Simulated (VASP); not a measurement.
# K (Cmmm) in VASP: single point with PBEsol

Aim: the single point of K with PBEsol.

Everything below comes from runs of VASP 6.6.1. Logs are shortened: lines on timing, memory, paths and dates and some standing lists are left out, and cuts for length are marked.

## (1) The cell of the first run

The structure is orthorhombic, space group Cmmm (No. 65). Conventional cell: a = 7.402 Å, b = 11.048 Å, c = 8.367 Å, α = 90.00°, β = 90.00°, γ = 90.00°. K (site symmetry 2) has 6 K at 3.70 to 4.52 Å within 4.9 Å. Within 5.3 Å of K (site symmetry mmm) lie 8 K at 4.02 Å.

## (2) Single point, PBEsol

Input file INCAR:

```
SYSTEM = K
PREC     = Accurate       ! precision mode
ENCUT    = 520            ! plane-wave cutoff, eV
EDIFF    = 1E-6           ! SCF threshold, eV
ISMEAR   = 0              ! smearing method
SIGMA    = 0.1            ! smearing width, eV
LREAL    = .FALSE.        ! projectors in reciprocal space
LASPH    = .TRUE.         ! aspherical terms in the spheres
NELM     = 60             ! most SCF steps
ALGO     = Fast           ! electronic algorithm
ISIF     = 2              ! what is computed and relaxed
LWAVE    = .FALSE.        ! write WAVECAR
LCHARG   = .FALSE.        ! write CHGCAR
GGA      = PS             ! functional
NBANDS   = 30             ! bands
```

Input file KPOINTS:

```
regular mesh
0
G
  6 6 4
  0 0 0
```

Input file POSCAR:

```
K
1.0
    3.7010000000     -5.5240000000      0.0000000000
    3.7010000000      5.5240000000      0.0000000000
    0.0000000000      0.0000000000      8.3670000000
K
5
Direct
    0.5000000000      0.0000000000      0.2700738404
    0.0000000000      0.5000000000      0.7299261596
    0.0000000000      0.5000000000      0.2700738404
    0.5000000000      0.0000000000      0.7299261596
    0.0000000000      0.0000000000      0.0000000000
```

Potentials or basis: VASP PAW PBE potentials, release 64 (K_sv).

Launch:

```bash
> cat potpaw_PBE.64/K_sv/POTCAR > POTCAR
> mpirun -np 1 vasp_std > vasp.out
```

OUTCAR:

```text
SYSTEM = K
   PREC = Accurate
   ENCUT = 520
   EDIFF = 1E-6
   ISMEAR = 0
   LREAL = .FALSE.
   LASPH = .TRUE.
   NELM = 60
   ISIF = 2
   GGA = PS

 ion  position               nearest neighbor table
   1  0.500  0.000  0.270-   3 3.70   3 3.70
   2  0.000  0.500  0.730-   4 3.70   4 3.70
   3  0.000  0.500  0.270-   1 3.70   1 3.70
   4  0.500  0.000  0.730-   2 3.70   2 3.70
   5  0.000  0.000  0.000-

  LATTYP: Found a base centered orthorhombic cell.
 ALAT       =     7.4020000000
 B/A-ratio  =     1.4925695758
 C/A-ratio  =     1.1303701702

  Lattice vectors:

 A1 = (   3.7010000000,  -5.5240000000,   0.0000000000)
 A2 = (   3.7010000000,   5.5240000000,   0.0000000000)
 A3 = (   0.0000000000,   0.0000000000,   8.3670000000)

Analysis of symmetry for initial positions (statically):
=====================================================================
 Subroutine PRICEL returns:
 Original cell was already a primitive cell.

 Routine SETGRP: Setting up the symmetry group for a
 base centered orthorhombic supercell.

 Subroutine GETGRP returns: Found  8 space group operations
 (whereof  8 operations were pure point group operations)
 out of a pool of  8 trial point group operations.

The static configuration has the point symmetry D_2h.

Analysis of symmetry for dynamics (positions and initial velocities):
=====================================================================
 Subroutine PRICEL returns:
 Original cell was already a primitive cell.

 Routine SETGRP: Setting up the symmetry group for a
 base centered orthorhombic supercell.

 Subroutine GETGRP returns: Found  8 space group operations
 (whereof  8 operations were pure point group operations)
 out of a pool of  8 trial point group operations.

The dynamic configuration has the point symmetry D_2h.

 Subroutine INISYM returns: Found  8 space group operations
 (whereof  8 operations are pure point group operations),
 and found     1 'primitive' translations

----------------------------------------------------------------------------------------

                                     Primitive cell

  volume of cell :     342.1153

  direct lattice vectors                    reciprocal lattice vectors
     3.701000000 -5.524000000  0.000000000     0.135098622 -0.090514120  0.000000000
     3.701000000  5.524000000  0.000000000     0.135098622  0.090514120  0.000000000
     0.000000000  0.000000000  8.367000000     0.000000000  0.000000000  0.119517151

  length of vectors
     6.649208750  6.649208750  8.367000000     0.162617476  0.162617476  0.119517151

  position of ions in fractional coordinates (direct lattice)
     0.500000000  1.000000000  0.270073840
     1.000000000  0.500000000  0.729926160
     1.000000000  0.500000000  0.270073840
     0.500000000  1.000000000  0.729926160
     0.000000000  0.000000000  0.000000000

  ion indices of the primitive-cell ions
   primitive index   ion index
                 1           1
                 2           2
                 3           3
                 4           4
                 5           5

----------------------------------------------------------------------------------------

 KPOINTS: regular mesh

Automatic generation of k-mesh.
 Grid dimensions read from file:
 generate k-points for:    6    6    4

 Generating k-lattice:

  Cartesian coordinates                     Fractional coordinates (reciprocal lattice)
     0.022516437 -0.015085687  0.000000000     0.166666667 -0.000000000  0.000000000
     0.022516437  0.015085687  0.000000000    -0.000000000  0.166666667  0.000000000
     0.000000000  0.000000000  0.029879288     0.000000000  0.000000000  0.250000000

  Length of vectors
     0.027102913  0.027102913  0.029879288

  Shift w.r.t. Gamma in fractional coordinates (k-lattice)
     0.000000000  0.000000000  0.000000000

 Subroutine IBZKPT returns following result:
 ===========================================

 Found     39 irreducible k-points:

 Following reciprocal coordinates:
            Coordinates               Weight
  0.000000  0.000000  0.000000      1.000000
  0.166667  0.000000  0.000000      4.000000
  0.333333 -0.000000  0.000000      4.000000
  0.500000  0.000000  0.000000      2.000000
  0.166667  0.166667  0.000000      2.000000
  0.333333  0.166667  0.000000      4.000000
[... 16 lines left out ...]
  0.333333  0.333333  0.250000      4.000000
  0.500000  0.333333  0.250000      8.000000
 [... further k-points ...]
   k-points           NKPTS =     39   k-points in BZ     NKDIM =     39   number of bands    NBANDS=     30
   number of dos      NEDOS =    301   number of ions     NIONS =      5
   total plane-waves  NPLWV = 160000
   dimension x,y,z NGX =    50 NGY =   50 NGZ =   64
   dimension x,y,z NGXF=   100 NGYF=  100 NGZF=  128
   ions per type =               5
   NGX,Y,Z   is equivalent  to a cutoff of  12.50, 12.50, 12.72 a.u.
   NGXF,Y,Z  is equivalent  to a cutoff of  25.00, 25.00, 25.43 a.u.
 SYSTEM =  K
   PREC   = accura    normal or accurate (medium, high low for compatibility)
   ISTART =      0    job   : 0-new  1-cont  2-samecut
   ICHARG =      2    charge: 1-file 2-atom 10-const
   ISPIN  =      1    spin polarized calculation?
   LNONCOLLINEAR =      F non collinear calculations
   LSORBIT =      F    spin-orbit coupling
   LASPH  =      T    aspherical Exc in radial PAW
   ENCUT  =  520.0 eV  38.22 Ry    6.18 a.u.  12.36 12.36 15.56*2*pi/ulx,y,z
   NELM   =     60;   NELMIN=  2; NELMDL= -5     # of ELM steps
   EDIFF  = 0.1E-05   stopping-criterion for ELM
   LREAL  =      F    real-space projection
   EDIFFG = 0.1E-04   stopping-criterion for IOM
   NSW    =      0    number of steps for IOM
   IBRION =     -1    ionic relax: 0-MD 1-quasi-New 2-CG
   NFREE  =      0    steps in history (QN), initial steepest desc. (CG)
   ISIF   =      2    stress and relaxation
   ISYM   =      2    0-nonsym 1-usesym 2-fastsym
   POTIM  = 0.5000    time-step for ionic-motion
   TEBEG  =    0.0;   TEEND  =   0.0 temperature during run
   PSTRESS=    0.0 pullay stress
   NELECT =      45.0000    total number of electrons
   NUPDOWN=      -1.0000    fix difference up-down
   EMIN   =  10.00;   EMAX   =-10.00  energy-range for DOS
   EFERMI =   0.00;   METHOD = LEGACY
   ISMEAR =     0;   SIGMA  =   0.10  broadening in eV -4-tet -1-fermi 0-gaus
   EFERMI_NEDOS =   21; number of points for ismear=-14 and -15
   IALGO  =     68    algorithm
   IMIX   =      4    mixing-type and parameters
     AMIX     =   0.40;   BMIX     =  1.00
     AMIX_MAG =   1.60;   BMIX_MAG =  1.00
  volume/ion in A,a.u.               =      68.42       461.74
  Fermi-wavevector in a.u.,A,eV,Ry     =   0.832571  1.573332  9.431221  0.693175
  Thomas-Fermi vector in A             =   1.945650
   LORBIT       =      0    0 simple, 1 ext, 2 COOP (PROOUT), +10 PAW based schemes
   GGA     = PS    functional components
   LHFCALC =     F    Hartree Fock is set to
   AEXX    =    0.0000 exact exchange contribution
   IVDW    =     0    specifies the selected vdW correction
   LEPSILON=     F    determine dielectric tensor
   LRPA    =     F    only Hartree local field effects (RPA)
 non-spin polarized calculation
 RMM-DIIS sequential band-by-band and
 Gauss-broadening in eV      SIGMA  =   0.10
  energy-cutoff  :      520.00
  volume of cell :      342.12
 maximum number of plane-waves:      9256
 NGX is ok and might be reduce to    50
   NGX = 25   NGY = 25   NGZ = 31

 number of electron      45.0000001 magnetization

 Free energy of the ion-electron system (eV)
  ---------------------------------------------------
  ext. energy  EPLUGINS =         0.00000000
  ---------------------------------------------------
  free energy    TOTEN  =        -4.40858731 eV

  energy without entropy =       -4.38816379  energy(sigma->0) =       -4.39837555

 E-fermi :   0.0628     XC(G=0):  -5.8277

 val. band max:        0.0511404550   @ k =  -0.3333   0.3333   0.0000
 cond. band min:       0.0721651988   @ k =   0.0000   0.0000   0.0000
 fundamental gap:      0.0210247438
 Fermi energy:         0.0628315980

 k-point     1 :       0.0000    0.0000    0.0000
  band No.  band energies     occupation
      1     -32.2216      2.00000
      2     -32.2105      2.00000
      3     -32.1928      2.00000
      4     -32.1831      2.00000
      5     -32.1130      2.00000
      6     -15.9815      2.00000
[... 22 lines left out ...]
     29       2.1427      0.00000
     30       2.4520      0.00000

 k-point     2 :       0.1667    0.0000    0.0000
  band No.  band energies     occupation
      1     -32.2196      2.00000
      2     -32.2087      2.00000
      3     -32.1946      2.00000
      4     -32.1850      2.00000
      5     -32.1131      2.00000
      6     -15.9598      2.00000
[... 22 lines left out ...]
     29       2.2441      0.00000
     30       2.4175      0.00000

 k-point     3 :       0.3333   -0.0000    0.0000
  band No.  band energies     occupation
      1     -32.2143      2.00000
      2     -32.2037      2.00000
      3     -32.1998      2.00000
      4     -32.1900      2.00000
      5     -32.1134      2.00000
      6     -15.9007      2.00000
[... 22 lines left out ...]
     29       2.3349      0.00000
     30       2.4228      0.00000

 k-point     4 :       0.5000    0.0000    0.0000
  band No.  band energies     occupation
      1     -32.2073      2.00000
      2     -32.2067      2.00000
      3     -32.1969      2.00000
      4     -32.1969      2.00000
      5     -32.1135      2.00000
      6     -15.8465      2.00000
[... 616 lines left out ...]
     29       1.9757      0.00000
     30       2.3429      0.00000

 k-point    23 :       0.3333    0.3333    0.2500
  band No.  band energies     occupation
      1     -32.2131      2.00000
      2     -32.2042      2.00000
      3     -32.1995      2.00000
      4     -32.1908      2.00000
      5     -32.1137      2.00000
      6     -15.8937      2.00000
[... 22 lines left out ...]
     29       2.1914      0.00000
     30       2.2116      0.00000

 k-point    24 :       0.5000    0.3333    0.2500
  band No.  band energies     occupation
      1     -32.2182      2.00000
      2     -32.2092      2.00000
      3     -32.1943      2.00000
      4     -32.1856      2.00000
      5     -32.1139      2.00000
      6     -15.9514      2.00000
[... 22 lines left out ...]
     29       1.8875      0.00000
     30       2.2429      0.00000

 [... further k-points ...]

------------------------ aborting loop because EDIFF is reached ----------------------------------------

  FORCE on cell =-STRESS in cart. coord.  units (eV):
  Direction    XX          YY          ZZ          XY          YZ          ZX
  --------------------------------------------------------------------------------------
  -------------------------------------------------------------------------------------
  Total        4.2021172      0.5123420      2.2106561      0.0000000      0.0000000      0.0000000
  in kB       19.6791451      2.3993746     10.3528338      0.0000000      0.0000000      0.0000000
  external PRESSURE =      10.8104512 kB  Pullay stress =       0.0000000 kB

 VOLUME and BASIS-vectors are now :
 -----------------------------------------------------------------------------
  energy-cutoff  :      520.00
  volume of cell :      342.12
      direct lattice vectors                 reciprocal lattice vectors
     3.701000000 -5.524000000  0.000000000     0.135098622 -0.090514120  0.000000000
     3.701000000  5.524000000  0.000000000     0.135098622  0.090514120  0.000000000
     0.000000000  0.000000000  8.367000000     0.000000000  0.000000000  0.119517151

 POSITION                                       TOTAL-FORCE (eV/Angst)
 -----------------------------------------------------------------------------------
      1.85050     -2.76200      2.25971        -0.000000     -0.000000     -0.006955
      1.85050      2.76200      6.10729        -0.000000      0.000000      0.006955
      1.85050      2.76200      2.25971         0.000000     -0.000000     -0.006955
      1.85050     -2.76200      6.10729        -0.000000      0.000000      0.006955
      0.00000      0.00000      0.00000        -0.000000      0.000000      0.000000
 -----------------------------------------------------------------------------------
    total drift:                                0.000000     -0.000000     -0.000000

  FREE ENERGIE OF THE ION-ELECTRON SYSTEM (eV)
  ---------------------------------------------------
  free  energy   TOTEN  =        -4.4085873132 eV

  energy  without entropy=       -4.3881637878  energy(sigma->0) =       -4.39837555
```

Wall time 14 min (1 thread of Oxide Virtual Turin-like, shared host); peak memory 0.51 GiB.

What came out:

- Free energy: -4.4086 eV
- Pressure: 1.1 GPa
- Largest force: 0.007 eV/Å
- Band gap on the k mesh: zero (an odd number of electrons rules out a gap without spin polarisation)

Forces on the atoms (eV/Å):
```
K    0.000  0.000 -0.007
K    0.000  0.000  0.007
K    0.000  0.000 -0.007
K    0.000  0.000  0.007
K    0.000  0.000  0.000
```

Levels at points of the mesh, in eV from the Fermi level:
```
           k point  band 20  band 21  band 22  band 23  band 24  band 25
(0.00, 0.00, 0.00)   -15.68    -2.33    -0.09     0.01     1.00     1.27
(0.50, 0.00, 0.00)   -15.69    -1.34    -1.07     0.55     0.73     0.93
(0.50, 0.50, 0.00)   -15.69    -1.25    -0.68     0.53     0.53     0.79
(0.00, 0.00, 0.50)   -15.68    -1.80    -1.59     1.35     1.47     1.48
(0.50, 0.00, 0.50)   -15.68    -0.90    -0.58    -0.56    -0.51     1.28
(0.50, 0.50, 0.50)   -15.69    -0.63    -0.63    -0.37    -0.05     0.64
```

Caveat: the PAW data sets were made with another functional, which shifts forces and pressure a little.
